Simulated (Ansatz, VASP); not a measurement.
Ta2N: VASP beside Ansatz

Contents of INCAR:

```
SYSTEM = Ta2N
PREC = Accurate
ENCUT = 520
EDIFF = 1E-7
ISMEAR = 0
SIGMA = 0.15
LREAL = .False.
LASPH = .True.
NELM = 80
ALGO = Normal
ISIF = 2
LWAVE = .False.
LCHARG = .True.
GGA = PE
LELF = .True.
LVHAR = .True.
NBANDS = 20
```

KPOINTS

```
regular mesh
0
Gamma
  18 18 12
  0 0 0
```

POSCAR

```
Ta2N
1.0
    3.1011400584      0.0000000000      0.0000000000
   -1.5505700292      2.6856660713      0.0000000000
    0.0000000000      0.0000000000      4.8818900414
Ta N
2 1
Direct
    0.6666666667      0.3333333333      0.7449050326
    0.3333333333      0.6666666667      0.2550949674
    0.0000000000      0.0000000000      0.0000000000
```

Input for Ansatz:

```yaml
crystal:
  lattice:
    - [3.1011400584, 0.0, 0.0]
    - [-1.5505700292, 2.6856660713, 0.0]
    - [0.0, 0.0, 4.8818900414]
  atoms:
    - { symbol: Ta, position: [0.6666666667, 0.3333333333, 0.7449050326] }
    - { symbol: Ta, position: [0.3333333333, 0.6666666667, 0.2550949674] }
    - { symbol: "N", position: [0.0, 0.0, 0.0] }
basis:
  ecutwfc: 420
kpoints:
  mp_grid: { grid: [18, 18, 12] }
hamiltonian:
  xc: pbe
scf:
  occupations: { method: gaussian, width: 0.15 }
output:
  forces: true
  stress: true
  eigenvalues: true
```

Alike in both runs: task single point; functional PBE; k mesh 18 × 18 × 12; occupations gaussian, width 0.15 eV; no spin polarisation.

|  | VASP | Ansatz |
| --- | --- | --- |
| version | VASP 6.6.1 | Ansatz 0.2.0 |
| potentials or method | VASP PAW PBE potentials, release 64 (Ta_pv, N), cutoff 520 eV | scalar-relativistic, plane waves, PAW |
| valence electrons in the cell | 27 | 31 |

Ansatz gave:

```
gap on the k mesh at the Fermi level (eV) : none
pressure (GPa)                            : 0.0
rms of the force components (eV/Å)        : 0.007
```

Task: Estimate VASP's values.

Result: gap on the k mesh at the Fermi level (eV): none; pressure (GPa): 0.4; rms of the force components (eV/Å): 0.016.

Atom by atom the forces differ by 0.022 eV/Å (rms over components). A gap of «none» marks a metal or a gap that the smearing closes. VASP's potentials hold 27 valence electrons a cell and Ansatz's 31, so a difference there can come from the potentials and not from the codes.

Neither program's run includes spin-orbit coupling.
